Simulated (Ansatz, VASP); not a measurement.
## One calculation of Au, two programs

```xyz
1
Lattice="0.0000 2.0230 2.0230 2.0230 0.0000 2.0230 2.0230 2.0230 0.0000" Properties=species:S:1:pos:R:3 pbc="T T T"
Au    0.0000    0.0000    0.0000
```

Alike in both runs: task single point; functional LDA; k mesh 13 × 13 × 13; occupations methfessel-paxton of order 1, width 0.6 eV; no spin polarisation.

```csv
,VASP,Ansatz
version,VASP 6.6.1,Ansatz 0.2.0
potentials or method,"VASP PAW LDA potentials, release 64 (Au), cutoff 520 eV","plane waves (420 eV) with PAW, scalar-relativistic"
valence electrons in the cell,11,19
```

VASP gave:

```
pressure (GPa) : 0.6
```

**Question.** What did Ansatz give for the same quantities?

**Answer.** Pressure (GPa): 0.1.

Ansatz warns that its potentials were made for another functional, while VASP's fit it. LDA's correlation is that of Perdew and Zunger in VASP and of Perdew and Wang (1992) in Ansatz. VASP's potentials hold 11 valence electrons a cell and Ansatz's 19, so a difference there can come from the potentials and not from the codes.

Spin-orbit coupling is off throughout.
